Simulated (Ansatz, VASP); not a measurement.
# One calculation of CuO, two programs

POSCAR

```
CuO
1.0
    2.2967865698     -1.6784228387      0.0000000000
    2.2967865698      1.6784228387      0.0000000000
   -0.8429870921      0.0000000000      4.9561536082
Cu O
2 2
Direct
    0.4968000000      0.0032000000      0.5000000000
    0.0032000000      0.4968000000      0.0000000000
    0.4056000000      0.5714000000      0.7537000000
    0.5714000000      0.4056000000      0.2537000000
```

INCAR.step1

```
  PREC = Accurate
  ENCUT = 770
  ISMEAR = -1
  SIGMA = 0.05
  LREAL = False
  LASPH = True
  NELM = 120
  NBANDS = 33
  GGA = PE
  ALGO = Normal
  EDIFF = 1E-5
  LWAVE = True
  LCHARG = False
  GGA_COMPAT = False
```

The input INCAR.step2:

```
  PREC = Accurate
  ENCUT = 770
  EDIFF = 1E-6
  ISMEAR = -1
  SIGMA = 0.05
  LREAL = False
  LASPH = True
  NELM = 120
  ALGO = Normal
  ISIF = 2
  LWAVE = False
  LCHARG = False
  METAGGA = R2SCAN
  LMIXTAU = True
  NBANDS = 33
  ISTART = 1
  GGA_COMPAT = False
```

KPOINTS

```
Automatic mesh
0
Gamma
  10 10 5
```

File input.yaml:

```yaml
crystal:
  lattice:
    - [2.2967865698, -1.6784228387, 0.0]
    - [2.2967865698, 1.6784228387, 0.0]
    - [-0.8429870921, 0.0, 4.9561536082]
  atoms:
    - { symbol: Cu, position: [0.4968, 0.0032, 0.5] }
    - { symbol: Cu, position: [0.0032, 0.4968, 0.0] }
    - { symbol: O, position: [0.4056, 0.5714, 0.7537] }
    - { symbol: O, position: [0.5714, 0.4056, 0.2537] }
hamiltonian:
  xc: r2scan
  pseudopotentials: { kind: paw }
kpoints:
  mp_grid: { grid: [10, 10, 5] }
scf:
  occupations: { method: fermi_dirac, width: 0.05 }
output:
  forces: true
  stress: true
  eigenvalues: true
```

Alike in both runs: task single point; functional r2SCAN; k mesh 10 × 10 × 5; occupations fermi-dirac, width 0.05 eV; no spin polarisation.

|  | VASP | Ansatz |
| --- | --- | --- |
| version | VASP 6.6.1 | Ansatz 0.2.0 |
| potentials or method | VASP PAW PBE potentials, release 64 (Cu_sv_GW, O) | Ansatz PAW |
| plane-wave cutoff (eV) | 770 | 500 |
| valence electrons in the cell | 50 | 50 |

```tsv
	VASP	Ansatz	Ansatz less VASP
gap on the k mesh at the Fermi level (eV)	none	none	-
pressure (GPa)	9.7	11.5	+1.89
traceless stress, the component that is largest in VASP (GPa)	-2.97	-3.05	-0.078
rms of the force components (eV/Å)	0.522	0.511	-0.0106
```

VASP's potentials were made for PBE, not for r2SCAN. Atom by atom the forces differ by 0.012 eV/Å (rms over components). A gap of «none» marks a metal or a gap that the smearing closes. With one functional, cell and mesh, what is left measures potentials, basis and numerics.
